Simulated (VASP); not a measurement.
The system is LaYN2.

```xyz
4
Lattice="4.1573 0.0000 0.0000 -2.0786 3.6003 0.0000 0.0000 0.0000 5.6484" Properties=species:S:1:pos:R:3 pbc="T T T"
La    0.0000    0.0000    4.3209
Y     0.0000    0.0000    1.1793
N     0.0000    2.4002    5.0436
N     2.0786    1.2001    5.0436
```

The cell was built from a structure type or drawn by symmetry, and may not be a known phase.

```yaml
Program: VASP 6.6.1
Task: relaxation of cell and atoms
Functional: PBE
Potentials_or_basis: VASP PAW PBE potentials, release 64 (La, Y_sv, N)
Cutoff: 600 eV
k_mesh: 6 × 6 × 4
Occupations: gaussian, width 0.1 eV
Spin: no spin polarisation
```

At the start: pressure 0.6 GPa; volume 21.14 Å³/atom.

**Question.** How do energy, volume and symmetry change on relaxing?

**Answer.** Over 14 steps the energy falls by 820.9 meV/atom and the volume is 19.52 Å³/atom (-7.6 %); space group P6mm (No. 183, to 0.1 Å) before and after.

Step by step:
```csv
step,energy change (eV),largest force (eV/Å),pressure (GPa),volume (Å³)
1,0.0000,4.4379,0.62,84.54
2,-2.0353,2.3873,-4.79,84.62
3,-2.2579,3.0158,-7.08,84.03
4,-2.2641,2.8956,-6.54,84.21
5,-2.8825,1.9611,3.29,73.66
6,-2.8846,1.7976,4.68,72.70
7,-3.2047,0.5120,5.41,73.27
8,-3.2102,0.2126,5.15,73.21
9,-3.2280,0.8633,-3.61,80.07
10,-3.2690,0.4362,0.02,76.84
11,-3.2790,0.1939,0.06,77.38
12,-3.2802,0.0832,0.09,77.64
13,-3.2830,0.0288,0.13,77.89
14,-3.2836,0.0273,0.20,78.09
```

Final structure:
```
La Y N
1.0
     3.69643    0.00000    0.00000
    -1.84821    3.20120    0.00000
     0.00000    0.00000    6.59903
La Y N
1 1 2
Direct
  0.00000 0.00000 0.71066
  0.00000 0.00000 0.15847
  0.33333 0.66667 0.94524
  0.66667 0.33333 0.94524
```

Caveat: a cell axis changed by over 15 % at a fixed basis, so the end point is rough.
